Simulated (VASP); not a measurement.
A run of VASP 6.6.1:

The input INCAR:

```
SYSTEM = SnTe
PREC     = Accurate       ! precision mode
ENCUT    = 520            ! plane-wave cutoff, eV
EDIFF    = 1E-6           ! SCF threshold, eV
ISMEAR   = -1             ! smearing method
SIGMA    = 0.05           ! smearing width, eV
LREAL    = .False.        ! projectors in reciprocal space
LASPH    = .True.         ! aspherical terms in the spheres
NELM     = 100            ! most SCF steps
ALGO     = Normal         ! electronic algorithm
ISIF     = 2              ! what is computed and relaxed
LWAVE    = .False.        ! write WAVECAR
LCHARG   = .False.        ! write CHGCAR
GGA      = CA             ! functional
NBANDS   = 17             ! bands
```

KPOINTS

```
regular mesh
0
Gamma
  6 6 6
  0 0 0
```

Contents of POSCAR:

```
SnTe
1.0
    0.0000000000      3.7501750152      3.7501750152
    3.7501750152      0.0000000000      3.7501750152
    3.7501750152      3.7501750152      0.0000000000
Sn Te
1 1
Direct
    0.0000000000      0.0000000000      0.0000000000
    0.7500000000      0.7500000000      0.7500000000
```

Potentials or basis: VASP PAW LDA potentials, release 64 (Sn_d, Te).

Launch:

```bash
$ cat potpaw_LDA.64/Sn_d/POTCAR potpaw_LDA.64/Te/POTCAR > POTCAR
$ mpirun -np 1 vasp_std > vasp.out
```

Hardware: 1 thread of Intel Xeon 8259CL, with other jobs on the host.

Q: Estimate the wall time of this run.

A: Wall time 38 s on 1 thread of Intel Xeon 8259CL, with other jobs on the host, peak memory 0.2 GiB. Counts: scf iterations 13, k points 16.
